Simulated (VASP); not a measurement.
# SrTl (Pm-3m) in VASP: single point with LDA

Aim: the single point of SrTl with LDA.

Everything below comes from runs of VASP 6.6.1. Logs are shortened: lines on timing, memory, paths and dates and some standing lists are left out, and cuts for length are marked.

## (1) The cell of the first run

Symmetry: Pm-3m, No. 221, cubic system. Conventional cell: a = 4.032 Å, b = 4.032 Å, c = 4.032 Å, α = 90.00°, β = 90.00°, γ = 90.00°. Sr (site symmetry m-3m) has 8 Tl at 3.49 Å and 6 Sr at 4.03 Å within 4.6 Å. Tl (site symmetry m-3m) has 8 Sr at 3.49 Å and 6 Tl at 4.03 Å within 4.6 Å.

## (2) Single point, LDA

INCAR

```
PREC = Accurate
ENCUT = 520
EDIFF = 1E-7
ISMEAR = 0
SIGMA = 0.15
LREAL = False
LASPH = True
NELM = 100
ALGO = Normal
ISIF = 2
LWAVE = False
LCHARG = True
GGA = CA
LELF = True
LVHAR = True
NBANDS = 18
```

KPOINTS

```
Automatic mesh
0
Gamma
  6 6 6
```

POSCAR

```
SrTl
1.0
    4.0320000000      0.0000000000      0.0000000000
    0.0000000000      4.0320000000      0.0000000000
    0.0000000000      0.0000000000      4.0320000000
Sr Tl
1 1
Direct
    0.0000000000      0.0000000000      0.0000000000
    0.5000000000      0.5000000000      0.5000000000
```

Potentials or basis: VASP PAW LDA potentials, release 64 (Sr_sv, Tl_d).

Launch:

```sh
$ cat potpaw_LDA.64/Sr_sv/POTCAR potpaw_LDA.64/Tl_d/POTCAR > POTCAR
$ mpirun -np 1 vasp_std > vasp.out
```

OUTCAR:

```text
PREC = Accurate
   ENCUT = 520
   EDIFF = 1E-7
   ISMEAR = 0
   LREAL = False
   LASPH = True
   NELM = 100
   ISIF = 2
   GGA = CA

 ion  position               nearest neighbor table
   1  0.000  0.000  0.000-   2 3.49   2 3.49   2 3.49   2 3.49   2 3.49   2 3.49   2 3.49   2 3.49

   2  0.500  0.500  0.500-   1 3.49   1 3.49   1 3.49   1 3.49   1 3.49   1 3.49   1 3.49   1 3.49

  LATTYP: Found a simple cubic cell.
 ALAT       =     4.0320000000

  Lattice vectors:

 A1 = (   4.0320000000,   0.0000000000,   0.0000000000)
 A2 = (   0.0000000000,   4.0320000000,   0.0000000000)
 A3 = (   0.0000000000,   0.0000000000,   4.0320000000)

Analysis of symmetry for initial positions (statically):
=====================================================================
 Subroutine PRICEL returns:
 Original cell was already a primitive cell.

 Routine SETGRP: Setting up the symmetry group for a
 simple cubic supercell.

 Subroutine GETGRP returns: Found 48 space group operations
 (whereof 48 operations were pure point group operations)
 out of a pool of 48 trial point group operations.

The static configuration has the point symmetry O_h .

Analysis of symmetry for dynamics (positions and initial velocities):
=====================================================================
 Subroutine PRICEL returns:
 Original cell was already a primitive cell.

 Routine SETGRP: Setting up the symmetry group for a
 simple cubic supercell.

 Subroutine GETGRP returns: Found 48 space group operations
 (whereof 48 operations were pure point group operations)
 out of a pool of 48 trial point group operations.

The dynamic configuration has the point symmetry O_h .

 Subroutine INISYM returns: Found 48 space group operations
 (whereof 48 operations are pure point group operations),
 and found     1 'primitive' translations

----------------------------------------------------------------------------------------

                                     Primitive cell

  volume of cell :      65.5483

  direct lattice vectors                    reciprocal lattice vectors
     4.032000000  0.000000000  0.000000000     0.248015873  0.000000000  0.000000000
     0.000000000  4.032000000  0.000000000     0.000000000  0.248015873  0.000000000
     0.000000000  0.000000000  4.032000000     0.000000000  0.000000000  0.248015873

  length of vectors
     4.032000000  4.032000000  4.032000000     0.248015873  0.248015873  0.248015873

  position of ions in fractional coordinates (direct lattice)
     0.000000000  0.000000000  0.000000000
     0.500000000  0.500000000  0.500000000

  ion indices of the primitive-cell ions
   primitive index   ion index
                 1           1
                 2           2

----------------------------------------------------------------------------------------

 KPOINTS: Automatic mesh

Automatic generation of k-mesh.
 Grid dimensions read from file:
 generate k-points for:    6    6    6

 Generating k-lattice:

  Cartesian coordinates                     Fractional coordinates (reciprocal lattice)
     0.041335979  0.000000000  0.000000000     0.166666667  0.000000000  0.000000000
     0.000000000  0.041335979  0.000000000     0.000000000  0.166666667  0.000000000
     0.000000000  0.000000000  0.041335979     0.000000000  0.000000000  0.166666667

  Length of vectors
     0.041335979  0.041335979  0.041335979

  Shift w.r.t. Gamma in fractional coordinates (k-lattice)
     0.000000000  0.000000000  0.000000000

 Subroutine IBZKPT returns following result:
 ===========================================

 Found     20 irreducible k-points:

 Following reciprocal coordinates:
            Coordinates               Weight
  0.000000  0.000000  0.000000      1.000000
  0.166667  0.000000  0.000000      6.000000
  0.333333  0.000000  0.000000      6.000000
  0.500000  0.000000  0.000000      3.000000
  0.166667  0.166667  0.000000     12.000000
  0.333333  0.166667  0.000000     24.000000
[... 12 lines left out ...]
  0.500000  0.500000  0.333333      6.000000
  0.500000  0.500000  0.500000      1.000000
   k-points           NKPTS =     20   k-points in BZ     NKDIM =     20   number of bands    NBANDS=     18
   number of dos      NEDOS =    301   number of ions     NIONS =      2
   total plane-waves  NPLWV =  27000
   dimension x,y,z NGX =    30 NGY =   30 NGZ =   30
   dimension x,y,z NGXF=    60 NGYF=   60 NGZF=   60
   ions per type =               1   1
   NGX,Y,Z   is equivalent  to a cutoff of  12.37, 12.37, 12.37 a.u.
   NGXF,Y,Z  is equivalent  to a cutoff of  24.74, 24.74, 24.74 a.u.
 SYSTEM =  unknown system
   PREC   = accura    normal or accurate (medium, high low for compatibility)
   ISTART =      0    job   : 0-new  1-cont  2-samecut
   ICHARG =      2    charge: 1-file 2-atom 10-const
   ISPIN  =      1    spin polarized calculation?
   LNONCOLLINEAR =      F non collinear calculations
   LSORBIT =      F    spin-orbit coupling
   LASPH  =      T    aspherical Exc in radial PAW
   ENCUT  =  520.0 eV  38.22 Ry    6.18 a.u.   7.50  7.50  7.50*2*pi/ulx,y,z
   NELM   =    100;   NELMIN=  2; NELMDL= -5     # of ELM steps
   EDIFF  = 0.1E-06   stopping-criterion for ELM
   LREAL  =      F    real-space projection
   EDIFFG = 0.1E-05   stopping-criterion for IOM
   NSW    =      0    number of steps for IOM
   IBRION =     -1    ionic relax: 0-MD 1-quasi-New 2-CG
   NFREE  =      0    steps in history (QN), initial steepest desc. (CG)
   ISIF   =      2    stress and relaxation
   ISYM   =      2    0-nonsym 1-usesym 2-fastsym
   POTIM  = 0.5000    time-step for ionic-motion
   TEBEG  =    0.0;   TEEND  =   0.0 temperature during run
   PSTRESS=    0.0 pullay stress
   NELECT =      23.0000    total number of electrons
   NUPDOWN=      -1.0000    fix difference up-down
   EMIN   =  10.00;   EMAX   =-10.00  energy-range for DOS
   EFERMI =   0.00;   METHOD = LEGACY
   ISMEAR =     0;   SIGMA  =   0.15  broadening in eV -4-tet -1-fermi 0-gaus
   EFERMI_NEDOS =   21; number of points for ismear=-14 and -15
   IALGO  =     38    algorithm
   IMIX   =      4    mixing-type and parameters
     AMIX     =   0.40;   BMIX     =  1.00
     AMIX_MAG =   1.60;   BMIX_MAG =  1.00
  volume/ion in A,a.u.               =      32.77       221.17
  Fermi-wavevector in a.u.,A,eV,Ry     =   1.154685  2.182039 18.140618  1.333298
  Thomas-Fermi vector in A             =   2.291320
   LORBIT       =      0    0 simple, 1 ext, 2 COOP (PROOUT), +10 PAW based schemes
   GGA     = CA    functional components
   LHFCALC =     F    Hartree Fock is set to
   AEXX    =    0.0000 exact exchange contribution
   IVDW    =     0    specifies the selected vdW correction
   LEPSILON=     F    determine dielectric tensor
   LRPA    =     F    only Hartree local field effects (RPA)
 non-spin polarized calculation
 Gauss-broadening in eV      SIGMA  =   0.15
  energy-cutoff  :      520.00
  volume of cell :       65.55
 maximum number of plane-waves:      1791
 NGX is ok and might be reduce to    30
   NGX = 15   NGY = 15   NGZ = 15

 number of electron      23.0000007 magnetization

 Free energy of the ion-electron system (eV)
  ---------------------------------------------------
  ext. energy  EPLUGINS =         0.00000000
  ---------------------------------------------------
  free energy    TOTEN  =        -5.87381457 eV

  energy without entropy =       -5.86167409  energy(sigma->0) =       -5.86774433

 E-fermi :   4.3178     XC(G=0):  -9.5910

 val. band max:        4.2995439112   @ k =   0.1667   0.0000   0.0000
 cond. band min:       4.4241254452   @ k =   0.5000   0.3333   0.3333
 fundamental gap:      0.1245815340
 Fermi energy:         4.3177736439

 k-point     1 :       0.0000    0.0000    0.0000
  band No.  band energies     occupation
      1     -31.4097      2.00000
      2     -13.4589      2.00000
      3     -13.4589      2.00000
      4     -13.4589      2.00000
      5      -7.1987      2.00000
      6      -7.1987      2.00000
[... 10 lines left out ...]
     17       9.2385      0.00000
     18       9.2385      0.00000

 k-point     2 :       0.1667    0.0000    0.0000
  band No.  band energies     occupation
      1     -31.4068      2.00000
      2     -13.5193      2.00000
      3     -13.4555      2.00000
      4     -13.4555      2.00000
      5      -7.1944      2.00000
      6      -7.1587      2.00000
[... 10 lines left out ...]
     17       9.8683      0.00000
     18       9.8685      0.00000

 k-point     3 :       0.3333    0.0000    0.0000
  band No.  band energies     occupation
      1     -31.4010      2.00000
      2     -13.6367      2.00000
      3     -13.4488      2.00000
      4     -13.4488      2.00000
      5      -7.1857      2.00000
      6      -7.0964      2.00000
[... 10 lines left out ...]
     17      11.1869      0.00000
     18      11.1889      0.00000

 k-point     4 :       0.5000    0.0000    0.0000
  band No.  band energies     occupation
      1     -31.3981      2.00000
      2     -13.6938      2.00000
      3     -13.4453      2.00000
      4     -13.4453      2.00000
      5      -7.1813      2.00000
      6      -7.1018      2.00000
[... 10 lines left out ...]
     17      10.5638      0.00000
     18      11.1865      0.00000

 k-point     5 :       0.1667    0.1667    0.0000
  band No.  band energies     occupation
      1     -31.4039      2.00000
      2     -13.5206      2.00000
      3     -13.5063      2.00000
      4     -13.4513      2.00000
      5      -7.1738      2.00000
      6      -7.1365      2.00000
[... 10 lines left out ...]
     17       8.8197      0.00000
     18      10.5755      0.00000

 k-point     6 :       0.3333    0.1667    0.0000
  band No.  band energies     occupation
      1     -31.3982      2.00000
      2     -13.6268      2.00000
      3     -13.5015      2.00000
      4     -13.4429      2.00000
      5      -7.1615      2.00000
      6      -7.1180      2.00000
[... 10 lines left out ...]
     17       9.5694      0.00000
     18      11.4026      0.00000

 k-point     7 :       0.5000    0.1667    0.0000
  band No.  band energies     occupation
      1     -31.3954      2.00000
      2     -13.6814      2.00000
      3     -13.4960      2.00000
      4     -13.4387      2.00000
      5      -7.1576      2.00000
      6      -7.1281      2.00000
[... 10 lines left out ...]
     17      10.0576      0.00000
     18      11.0249      0.00000

 k-point     8 :       0.3333    0.3333    0.0000
  band No.  band energies     occupation
      1     -31.3927      2.00000
      2     -13.6125      2.00000
      3     -13.5988      2.00000
      4     -13.4311      2.00000
      5      -7.1592      2.00000
      6      -7.1343      2.00000
[... 10 lines left out ...]
     17       9.4384      0.00000
     18      10.8301      0.00000
[... 145 lines left out ...]
     17      10.3444      0.00000
     18      10.8462      0.00000

 k-point    16 :       0.5000    0.5000    0.1667
  band No.  band energies     occupation
      1     -31.3844      2.00000
      2     -13.6398      2.00000
      3     -13.6398      2.00000
      4     -13.4720      2.00000
      5      -7.1851      2.00000
      6      -7.1340      2.00000
[... 10 lines left out ...]
     17      10.4590      0.00000
     18      10.7893      0.00000

 k-point    17 :       0.3333    0.3333    0.3333
  band No.  band energies     occupation
      1     -31.3845      2.00000
      2     -13.5888      2.00000
      3     -13.5865      2.00000
      4     -13.5865      2.00000
      5      -7.1584      2.00000
      6      -7.1264      2.00000
[... 10 lines left out ...]
     17      11.2145      0.00000
     18      11.2183      0.00000

 k-point    18 :       0.5000    0.3333    0.3333
  band No.  band energies     occupation
      1     -31.3817      2.00000
      2     -13.6378      2.00000
      3     -13.5824      2.00000
      4     -13.5799      2.00000
      5      -7.1615      2.00000
      6      -7.1308      2.00000
[... 10 lines left out ...]
     17      10.5540      0.00000
     18      11.7246      0.00000

 k-point    19 :       0.5000    0.5000    0.3333
  band No.  band energies     occupation
      1     -31.3790      2.00000
      2     -13.6316      2.00000
      3     -13.6316      2.00000
      4     -13.5764      2.00000
      5      -7.1510      2.00000
      6      -7.1347      2.00000
[... 10 lines left out ...]
     17      10.5302      0.00000
     18      10.7902      0.00000

 k-point    20 :       0.5000    0.5000    0.5000
  band No.  band energies     occupation
      1     -31.3763      2.00000
      2     -13.6274      2.00000
      3     -13.6274      2.00000
      4     -13.6274      2.00000
      5      -7.1349      2.00000
      6      -7.1349      2.00000
[... 10 lines left out ...]
     17      10.5668      0.00000
     18      10.5670      0.00000

------------------------ aborting loop because EDIFF is reached ----------------------------------------

  FORCE on cell =-STRESS in cart. coord.  units (eV):
  Direction    XX          YY          ZZ          XY          YZ          ZX
  --------------------------------------------------------------------------------------
  -------------------------------------------------------------------------------------
  Total       -0.6715006     -0.6715006     -0.6715006      0.0000000      0.0000000      0.0000000
  in kB      -16.4132803    -16.4132803    -16.4132803      0.0000000      0.0000000      0.0000000
  external PRESSURE =     -16.4132803 kB  Pullay stress =       0.0000000 kB

 VOLUME and BASIS-vectors are now :
 -----------------------------------------------------------------------------
  energy-cutoff  :      520.00
  volume of cell :       65.55
      direct lattice vectors                 reciprocal lattice vectors
     4.032000000  0.000000000  0.000000000     0.248015873  0.000000000  0.000000000
     0.000000000  4.032000000  0.000000000     0.000000000  0.248015873  0.000000000
     0.000000000  0.000000000  4.032000000     0.000000000  0.000000000  0.248015873

 POSITION                                       TOTAL-FORCE (eV/Angst)
 -----------------------------------------------------------------------------------
      0.00000      0.00000      0.00000         0.000000      0.000000      0.000000
      2.01600      2.01600      2.01600         0.000000      0.000000      0.000000
 -----------------------------------------------------------------------------------
    total drift:                                0.000000      0.000000      0.000000

  FREE ENERGIE OF THE ION-ELECTRON SYSTEM (eV)
  ---------------------------------------------------
  free  energy   TOTEN  =        -5.8738145748 eV

  energy  without entropy=       -5.8616740921  energy(sigma->0) =       -5.86774433
```

Run time: 36 s. Hardware: 1 thread of AMD EPYC 7R13, shared host; peak memory 0.13 GiB.

What came out:

```yaml
Free_energy: -5.8738 eV
Pressure: -1.6 GPa
```

Caveat: spin-orbit coupling is left out, which moves the levels of the heavy elements.
